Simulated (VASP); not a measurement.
The system is Li4HN.

```
Li H N
1.0
     4.64230    0.00000    0.00000
    -2.32115    4.02035    0.00000
     0.00000    0.00000    6.37437
Li H N
8 2 2
Direct
  0.33333 0.66667 0.00000
  0.66667 0.33333 0.00000
  0.50000 0.00000 0.28300
  0.50000 0.50000 0.28300
  0.00000 0.50000 0.28300
  0.00000 0.50000 0.71700
  0.50000 0.50000 0.71700
  0.50000 0.00000 0.71700
  0.00000 0.00000 0.50000
  0.00000 0.00000 0.00000
  0.33333 0.66667 0.50000
  0.66667 0.33333 0.50000
```

| Item | Value |
| --- | --- |
| Program | VASP 6.6.1 |
| Task | relaxation of cell and atoms |
| Functional | PBE |
| Potentials or basis | VASP PAW PBE potentials, release 64 (Li_sv, H, N) |
| Cutoff | 600 eV |
| k mesh | 6 × 6 × 4 |
| Occupations | gaussian, width 0.1 eV |
| Spin | no spin polarisation |

At the start: pressure 11.5 GPa; volume 9.91 Å³/atom.

Task: Where does the relaxation end?

Result: Over 10 steps the energy falls by 388.3 meV/atom and the volume is 15.31 Å³/atom (+54.4 %); space group P6/mmm (No. 191, to 0.1 Å) before and after.

The path:
```csv
step,energy change (eV),largest force (eV/Å),pressure (GPa),volume (Å³)
1,0.0000,1.9237,11.53,118.97
2,-1.7890,1.5239,7.38,131.65
3,-4.4879,0.4780,0.08,174.72
4,-4.5514,0.1508,-1.13,184.63
5,-4.5552,0.2481,-0.80,181.83
6,-4.6030,0.0412,0.35,179.05
7,-4.6071,0.0444,0.82,177.98
8,-4.6378,0.0087,0.61,180.07
9,-4.6591,0.0403,0.23,183.87
10,-4.6591,0.0382,0.25,183.69
```

Final structure:
```
Li H N
1.0
     5.38954    0.00000    0.00000
    -2.69477    4.66748    0.00000
     0.00000    0.00000    7.30207
Li H N
8 2 2
Direct
  0.33333 0.66667 0.00000
  0.66667 0.33333 0.00000
  0.50000 0.00000 0.35450
  0.50000 0.50000 0.35450
  0.00000 0.50000 0.35450
  0.00000 0.50000 0.64550
  0.50000 0.50000 0.64550
  0.50000 0.00000 0.64550
  0.00000 0.00000 0.50000
  0.00000 0.00000 0.00000
  0.33333 0.66667 0.50000
  0.66667 0.33333 0.50000
```

Caveat: the cutoff is under 1.25 times the usual one of these potentials, so pressure, stress and relaxed cells hold a basis-set (Pulay) error; the volume moved by over 15 % at a fixed basis, so the end points are rough.
